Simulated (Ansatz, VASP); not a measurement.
Na in VASP and in Ansatz

File INCAR:

```
SYSTEM = Na
  ALGO = Normal
  EDIFF = 1E-6
  ENCUT = 520
  GGA = CA
  ISIF = 2
  ISMEAR = -1
  LASPH = .True.
  LCHARG = .True.
  LELF = .True.
  LREAL = .False.
  LVHAR = .True.
  LWAVE = .False.
  NBANDS = 10
  NELM = 60
  PREC = Accurate
  SIGMA = 0.05
```

Contents of KPOINTS:

```
k-points
0
Gamma
  9 9 9
  0 0 0
```

Contents of POSCAR:

```
Na
1.0
   -2.0972938588      2.0972938588      2.0972938588
    2.0972938588     -2.0972938588      2.0972938588
    2.0972938588      2.0972938588     -2.0972938588
Na
1
Direct
    0.0000000000      0.0000000000      0.0000000000
```

The input input.yaml:

```yaml
crystal:
  lattice:
    - [-2.0972938588, 2.0972938588, 2.0972938588]
    - [2.0972938588, -2.0972938588, 2.0972938588]
    - [2.0972938588, 2.0972938588, -2.0972938588]
  atoms:
    - { symbol: Na, position: [0.0, 0.0, 0.0] }
kpoints:
  mp_grid: { grid: [9, 9, 9] }
scf:
  occupations: { method: fermi_dirac, width: 0.05 }
hamiltonian:
  xc: lda
  pseudopotentials: { kind: all_electron, lapw: { basis_error: 0.001 } }
output:
  forces: true
  stress: true
  eigenvalues: true
```

Change from the starting cell: volume scaled by 0.94.

Alike in both runs: task single point; functional LDA; k mesh 9 × 9 × 9; occupations fermi-dirac, width 0.05 eV; no spin polarisation.

|  | VASP | Ansatz |
| --- | --- | --- |
| version | VASP 6.6.1 | Ansatz 0.2.0 |
| potentials or method | VASP PAW LDA potentials, release 64 (Na_pv), cutoff 520 eV | all-electron LAPW, scalar-relativistic |

```tsv
	VASP	Ansatz	Ansatz less VASP
gap on the k mesh at the Fermi level (eV)	none	none	-
pressure (GPa)	-0.8	-0.8	+0.02
```

LDA's correlation is that of Perdew and Zunger in VASP and of Perdew and Wang (1992) in Ansatz. A gap of «none» marks a metal or a gap that the smearing closes. Ansatz ran all-electron here, and VASP with PAW potentials.
